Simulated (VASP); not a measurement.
# Al36H in VASP: single point with PBE+D3(BJ)

Aim: the single point of Al36H with PBE+D3(BJ).

Program: VASP 6.6.1. These are calculated values, not measurements. Logs are shortened: lines on timing, memory, paths and dates and some standing lists are left out, and cuts for length are marked.

### 1 The cell of the first run

The cell holds a slab with vacuum, 37 atoms: a = 5.629 Å, b = 5.629 Å, c = 35.807 Å, α = 90.00°, β = 90.00°, γ = 120.00°.

### 2 Single point, PBE+D3(BJ)

The input, INCAR:

```
SYSTEM = Al36H
PREC = Accurate ; ENCUT = 520
EDIFF = 1E-7 ; ISMEAR = 0
SIGMA = 0.1 ; LREAL = Auto
LASPH = .True. ; NELM = 100
ALGO = Normal ; ISIF = 2
LWAVE = .False. ; LCHARG = .True.
LDIPOL = .True. ; IDIPOL = 3
DIPOL = 0.5 0.5 0.378 ; GGA = PE
IVDW = 12 ; LELF = .True.
LVHAR = .True. ; LVACPOTAV = .True.
NBANDS = 78
```

The input, KPOINTS:

```
Automatic mesh
0
Gamma
  6 6 1
  0 0 0
```

The input, POSCAR:

```
Al36H
1.0
    5.6288445221      0.0000000000      0.0000000000
   -2.8144222610      4.8747223501      0.0000000000
    0.0000000000      0.0000000000     35.8073562139
Al H
36 1
Direct
    0.1666666667      0.3333333333      0.1117088895
    0.1666666667      0.8333333333      0.1117088895
    0.6666666667      0.3333333333      0.1117088895
    0.6666666667      0.8333333333      0.1117088895
    0.0000000000      0.0000000000      0.1762280837
    0.0000000000      0.5000000000      0.1762280837
    0.5000000000      0.0000000000      0.1762280837
    0.5000000000      0.5000000000      0.1762280837
    0.3333333333      0.1666666667      0.2407472780
    0.3333333333      0.6666666667      0.2407472780
    0.8333333333      0.1666666667      0.2407472780
    0.8333333333      0.6666666667      0.2407472780
    0.0000000000      0.0000000000      0.3052664723
    0.0000000000      0.5000000000      0.3052664723
    0.5000000000      0.0000000000      0.3052664723
    0.5000000000      0.5000000000      0.3052664723
    0.1666666667      0.3333333333      0.3692823671
    0.1666666667      0.8333333333      0.3692823671
    0.6666666667      0.3333333333      0.3692823671
    0.6666666667      0.8333333333      0.3692823671
    0.0000000000      0.0000000000      0.4332765596
    0.0000000000      0.5000000000      0.4332765596
    0.5000000000      0.0000000000      0.4332765596
    0.5000000000      0.5000000000      0.4332765596
    0.3333333333      0.1666666667      0.4981718464
    0.3333333333      0.6666666667      0.4981718464
    0.8333333333      0.1666666667      0.4981718464
    0.8333333333      0.6666666667      0.4981718464
    0.0000000000      0.0000000000      0.5626837009
    0.0000000000      0.5000000000      0.5626837009
    0.5000000000      0.0000000000      0.5626837009
    0.5000000000      0.5000000000      0.5626837009
    0.1666666667      0.3333333333      0.6285679423
    0.1666666667      0.8333333333      0.6285679423
    0.6666666667      0.3333333333      0.6285679423
    0.6666666667      0.8333333333      0.6285679423
    0.1666666667      0.3333333333      0.6983859982
```

Potentials or basis: VASP PAW PBE potentials, release 64 (Al, H).

The run is started by

```
cat potpaw_PBE.64/Al/POTCAR potpaw_PBE.64/H/POTCAR > POTCAR
mpirun -np 1 vasp_std > vasp.out
```

OUTCAR:

```text
SYSTEM = Al36H
   PREC = Accurate
   ENCUT = 520
   EDIFF = 1E-7
   ISMEAR = 0
   LREAL = Auto
   LASPH = .True.
   NELM = 100
   ISIF = 2
   GGA = PE
   IVDW = 12
 IVDW          = 12

 ion  position               nearest neighbor table
   1  0.167  0.333  0.112-   2 2.81   2 2.81   3 2.81   3 2.81   4 2.81   4 2.81   5 2.82   8 2.82
                             6 2.82
   2  0.167  0.833  0.112-   1 2.81   1 2.81   4 2.81   4 2.81   3 2.81   3 2.81   6 2.82   7 2.82
                             5 2.82
   3  0.667  0.333  0.112-   4 2.81   4 2.81   1 2.81   1 2.81   2 2.81   2 2.81   7 2.82   6 2.82
                             8 2.82
   4  0.667  0.833  0.112-   3 2.81   3 2.81   2 2.81   2 2.81   1 2.81   1 2.81   8 2.82   5 2.82
                             7 2.82
   5  0.000  0.000  0.176-   6 2.81   6 2.81   7 2.81   7 2.81   8 2.81   8 2.81   1 2.82   4 2.82
                             2 2.82  12 2.82   9 2.82  11 2.82
   6  0.000  0.500  0.176-   5 2.81   5 2.81   8 2.81   8 2.81   7 2.81   7 2.81   2 2.82   3 2.82
                             1 2.82  11 2.82  10 2.82  12 2.82
   7  0.500  0.000  0.176-   8 2.81   8 2.81   5 2.81   5 2.81   6 2.81   6 2.81   3 2.82   2 2.82
                             4 2.82  10 2.82  11 2.82   9 2.82
   8  0.500  0.500  0.176-   7 2.81   7 2.81   6 2.81   6 2.81   5 2.81   5 2.81   4 2.82   1 2.82
                             3 2.82   9 2.82  12 2.82  10 2.82
   9  0.333  0.167  0.241-  10 2.81  10 2.81  11 2.81  11 2.81  12 2.81  12 2.81  16 2.82   8 2.82
[... 40 lines left out ...]
                            27 2.82  33 2.86  36 2.86  34 2.86
  30  0.000  0.500  0.563-  29 2.81  29 2.81  32 2.81  32 2.81  31 2.81  31 2.81  27 2.82  26 2.82
                            28 2.82  34 2.86  35 2.86  33 2.86
  31  0.500  0.000  0.563-  32 2.81  32 2.81  29 2.81  29 2.81  30 2.81  30 2.81  26 2.82  27 2.82
                            25 2.82  35 2.86  34 2.86  36 2.86
  32  0.500  0.500  0.563-  31 2.81  31 2.81  30 2.81  30 2.81  29 2.81  29 2.81  25 2.82  28 2.82
                            26 2.82  36 2.86  33 2.86  35 2.86
  33  0.167  0.333  0.629-  34 2.81  34 2.81  35 2.81  35 2.81  36 2.81  36 2.81  29 2.86  32 2.86
                            30 2.86
  34  0.167  0.833  0.629-  33 2.81  33 2.81  36 2.81  36 2.81  35 2.81  35 2.81  30 2.86  31 2.86
                            29 2.86
  35  0.667  0.333  0.629-  36 2.81  36 2.81  33 2.81  33 2.81  34 2.81  34 2.81  31 2.86  30 2.86
                            32 2.86
  36  0.667  0.833  0.629-  35 2.81  35 2.81  34 2.81  34 2.81  33 2.81  33 2.81  32 2.86  29 2.86
                            31 2.86
  37  0.167  0.333  0.698-

  LATTYP: Found a hexagonal cell.
 ALAT       =     5.6288445221
 C/A-ratio  =     6.3614043830

  Lattice vectors:

 A1 = (   5.6288445221,   0.0000000000,   0.0000000000)
 A2 = (  -2.8144222610,   4.8747223501,   0.0000000000)
 A3 = (   0.0000000000,   0.0000000000,  35.8073562139)

Analysis of symmetry for initial positions (statically):
=====================================================================
 Subroutine PRICEL returns:
 Original cell was already a primitive cell.

 Routine SETGRP: Setting up the symmetry group for a
 hexagonal supercell.

 Subroutine GETGRP returns: Found  6 space group operations
 (whereof  2 operations were pure point group operations)
 out of a pool of 24 trial point group operations.

The static configuration has the point symmetry C_1h.
 The point group associated with its full space group is C_3v.

Analysis of symmetry for dynamics (positions and initial velocities):
=====================================================================
 Subroutine PRICEL returns:
 Original cell was already a primitive cell.

 Routine SETGRP: Setting up the symmetry group for a
 hexagonal supercell.

 Subroutine GETGRP returns: Found  6 space group operations
 (whereof  2 operations were pure point group operations)
 out of a pool of 24 trial point group operations.

The dynamic configuration has the point symmetry C_1h.
 The point group associated with its full space group is C_3v.

 Subroutine INISYM returns: Found  6 space group operations
 (whereof  2 operations are pure point group operations),
 and found     1 'primitive' translations

----------------------------------------------------------------------------------------

                                     Primitive cell

  volume of cell :     982.5200

  direct lattice vectors                    reciprocal lattice vectors
     5.628844522  0.000000000  0.000000000     0.177656355  0.102569944  0.000000000
    -2.814422261  4.874722350  0.000000000     0.000000000  0.205139889  0.000000000
[... 97 lines left out ...]
     0.000000000  0.000000000  0.027927222     0.000000000  0.000000000  1.000000000

  Length of vectors
     0.034189981  0.034189981  0.027927222

  Shift w.r.t. Gamma in fractional coordinates (k-lattice)
     0.000000000  0.000000000  0.000000000

 Subroutine IBZKPT returns following result:
 ===========================================

 Found      7 irreducible k-points:

 Following reciprocal coordinates:
            Coordinates               Weight
  0.000000  0.000000  0.000000      1.000000
  0.166667  0.000000  0.000000      6.000000
  0.333333 -0.000000  0.000000      6.000000
  0.500000 -0.000000  0.000000      3.000000
  0.166667  0.166667  0.000000      6.000000
  0.333333  0.166667  0.000000     12.000000
  0.333333  0.333333  0.000000      2.000000
   k-points           NKPTS =      7   k-points in BZ     NKDIM =      7   number of bands    NBANDS=     78
   number of dos      NEDOS =    301   number of ions     NIONS =     37
   total plane-waves  NPLWV = 476280
   dimension x,y,z NGX =    42 NGY =   42 NGZ =  270
   dimension x,y,z NGXF=    84 NGYF=   84 NGZF=  540
   ions per type =              36   1
   NGX,Y,Z   is equivalent  to a cutoff of  12.40, 12.40, 12.54 a.u.
   NGXF,Y,Z  is equivalent  to a cutoff of  24.81, 24.81, 25.07 a.u.
 SYSTEM =  Al36H
   PREC   = accura    normal or accurate (medium, high low for compatibility)
   ISTART =      0    job   : 0-new  1-cont  2-samecut
   ICHARG =      2    charge: 1-file 2-atom 10-const
   ISPIN  =      1    spin polarized calculation?
   LNONCOLLINEAR =      F non collinear calculations
   LSORBIT =      F    spin-orbit coupling
   LASPH  =      T    aspherical Exc in radial PAW
   ENCUT  =  520.0 eV  38.22 Ry    6.18 a.u.  10.47 10.47 66.58*2*pi/ulx,y,z
   NELM   =    100;   NELMIN=  2; NELMDL= -5     # of ELM steps
   EDIFF  = 0.1E-06   stopping-criterion for ELM
   LREAL  =      T    real-space projection
   EDIFFG = 0.1E-05   stopping-criterion for IOM
   NSW    =      0    number of steps for IOM
   IBRION =     -1    ionic relax: 0-MD 1-quasi-New 2-CG
   NFREE  =      0    steps in history (QN), initial steepest desc. (CG)
   ISIF   =      2    stress and relaxation
   ISYM   =      2    0-nonsym 1-usesym 2-fastsym
   POTIM  = 0.5000    time-step for ionic-motion
   TEBEG  =    0.0;   TEEND  =   0.0 temperature during run
   PSTRESS=    0.0 pullay stress
   NELECT =     109.0000    total number of electrons
   NUPDOWN=      -1.0000    fix difference up-down
   EMIN   =  10.00;   EMAX   =-10.00  energy-range for DOS
   EFERMI =   0.00;   METHOD = LEGACY
   ISMEAR =     0;   SIGMA  =   0.10  broadening in eV -4-tet -1-fermi 0-gaus
   EFERMI_NEDOS =   21; number of points for ismear=-14 and -15
   IALGO  =     38    algorithm
   IMIX   =      4    mixing-type and parameters
     AMIX     =   0.40;   BMIX     =  1.00
     AMIX_MAG =   1.60;   BMIX_MAG =  1.00
  volume/ion in A,a.u.               =      26.55       179.20
  Fermi-wavevector in a.u.,A,eV,Ry     =   0.786629  1.486513  8.419080  0.618785
  Thomas-Fermi vector in A             =   1.891206
   LORBIT       =      0    0 simple, 1 ext, 2 COOP (PROOUT), +10 PAW based schemes
   GGA     = PE    functional components
   LHFCALC =     F    Hartree Fock is set to
   AEXX    =    0.0000 exact exchange contribution
   IVDW    =    12    specifies the selected vdW correction
   LEPSILON=     F    determine dielectric tensor
   LRPA    =     F    only Hartree local field effects (RPA)
 non-spin polarized calculation
 Gauss-broadening in eV      SIGMA  =   0.10
  energy-cutoff  :      520.00
  volume of cell :      982.52
 maximum number of plane-waves:     26569
 NGX is ok and might be reduce to    42
   NGX = 21   NGY = 21   NGZ =133

 dipolmoment           0.000000      0.000000     -0.050824 electrons x Angstroem

 number of electron     109.0000001 magnetization

 dipolmoment           0.000000      0.000000      0.232045 electrons x Angstroem

 Free energy of the ion-electron system (eV)
  ---------------------------------------------------
  ext. energy  EPLUGINS =         0.00000000
  ---------------------------------------------------
  free energy    TOTEN  =      -133.25147649 eV

  energy without entropy =     -133.17558352  energy(sigma->0) =     -133.21353001

 E-fermi :   2.9176     XC(G=0):  -6.6286

 val. band max:        2.9145252695   @ k =   0.1667   0.0000   0.0000
 cond. band min:       2.9255859406   @ k =   0.1667   0.1667   0.0000
 fundamental gap:      0.0110606711
 Fermi energy:         2.9176268380

 k-point     1 :       0.0000    0.0000    0.0000
  band No.  band energies     occupation
      1      -8.3868      2.00000
      2      -8.1230      2.00000
      3      -7.7363      2.00000
      4      -7.1832      2.00000
      5      -6.5030      2.00000
      6      -5.6894      2.00000
[... 472 lines left out ...]
     65       5.5294      0.00000
     66       5.5309      0.00000
 [bands above 66 left out]

------------------------ aborting loop because EDIFF is reached ----------------------------------------

 Edisp (eV)  -11.28016

 E8    (eV) :    -5.1098

  FORCE on cell =-STRESS in cart. coord.  units (eV):
  Direction    XX          YY          ZZ          XY          YZ          ZX
  --------------------------------------------------------------------------------------
  -------------------------------------------------------------------------------------
  Total      -3.42530    -3.42530    -3.59387    -0.00000     0.00000     0.00000
  in kB      -5.58558    -5.58558    -5.86045    -0.00000     0.00000     0.00000
  external pressure =       -5.68 kB  Pullay stress =        0.00 kB

 VOLUME and BASIS-vectors are now :
 -----------------------------------------------------------------------------
  energy-cutoff  :      520.00
  volume of cell :      982.52
      direct lattice vectors                 reciprocal lattice vectors
     5.628844522  0.000000000  0.000000000     0.177656355  0.102569944  0.000000000
    -2.814422261  4.874722350  0.000000000     0.000000000  0.205139889  0.000000000
     0.000000000  0.000000000 35.807356214     0.000000000  0.000000000  0.027927222

 POSITION                                       TOTAL-FORCE (eV/Angst)
 -----------------------------------------------------------------------------------
      0.00000      1.62491      4.00000        -0.000000     -0.000000     -0.111076
     -1.40721      4.06227      4.00000        -0.002857     -0.001649     -0.101403
      2.81442      1.62491      4.00000         0.000000      0.003299     -0.101403
      1.40721      4.06227      4.00000         0.002857     -0.001649     -0.101403
      0.00000      0.00000      6.31026         0.000000      0.053392      0.103895
     -1.40721      2.43736      6.31026         0.046239     -0.026696      0.103895
[... 29 lines left out ...]
      1.40721      4.06227     22.50736        -0.019684      0.011364     -0.014172
      0.00000      1.62491     25.00736        -0.000000     -0.000000     -1.642449
 -----------------------------------------------------------------------------------
    total drift:                                0.000001     -0.000000     -0.055445

  FREE ENERGIE OF THE ION-ELECTRON SYSTEM (eV)
  ---------------------------------------------------
  free  energy   TOTEN  =      -144.5316371435 eV

  energy  without entropy=     -144.4557441753  energy(sigma->0) =     -144.49369066

 vacuum level on the upper side and lower side of the slab         8.518         6.987
```

It took 30 min on 1 thread of Intel Xeon 6975P-C (Granite Rapids), shared host; peak memory 1 GiB.

Results:

```yaml
Free_energy: -144.5316 eV
Largest_force: 1.650 eV/Å
Band_gap_on_the_k_mesh: zero (an odd number of electrons rules out a gap without spin polarisation)
Dispersion_energy_per_atom: -0.305 eV
```

Forces in eV/Å, atoms in the order of the input:
```
Al   0.000  0.000 -0.111
Al  -0.003 -0.002 -0.101
Al   0.000  0.003 -0.101
Al   0.003 -0.002 -0.101
Al   0.000  0.053  0.104
Al   0.046 -0.027  0.104
Al   0.000  0.000  0.135
Al  -0.046 -0.027  0.104
Al  -0.025  0.014 -0.022
Al   0.000 -0.029 -0.022
Al   0.025  0.014 -0.022
Al   0.000  0.000 -0.023
Al   0.000  0.021  0.023
Al   0.018 -0.010  0.023
Al   0.000  0.000 -0.013
Al  -0.018 -0.010  0.023
Al   0.000  0.000  0.040
Al  -0.004 -0.002 -0.010
Al   0.000  0.005 -0.010
Al   0.004 -0.002 -0.010
Al   0.000  0.043  0.004
Al   0.037 -0.022  0.004
Al   0.000  0.000  0.077
Al  -0.037 -0.022  0.004
Al  -0.004  0.003 -0.029
Al   0.000 -0.005 -0.029
Al   0.004  0.003 -0.029
Al   0.000  0.000  0.035
Al   0.000 -0.016  0.013
Al  -0.014  0.008  0.013
Al   0.000  0.000 -0.052
Al   0.014  0.008  0.013
Al   0.000  0.000  1.650
Al   0.020  0.011 -0.014
Al   0.000 -0.023 -0.014
Al  -0.020  0.011 -0.014
H    0.000  0.000 -1.642
```

Levels at points of the mesh, in eV from the Fermi level:
```
           k point  band 51  band 52  band 53  band 54  band 55  band 56  band 57  band 58  band 59  band 60
(0.00, 0.00, 0.00)    -1.46    -1.28    -1.28    -1.20    -0.70    -0.55    -0.55    -0.47    -0.45    -0.45
(0.50, 0.00, 0.00)    -0.25    -0.13    -0.12    -0.08    -0.04     0.28     0.44     0.44     0.51     0.67
```
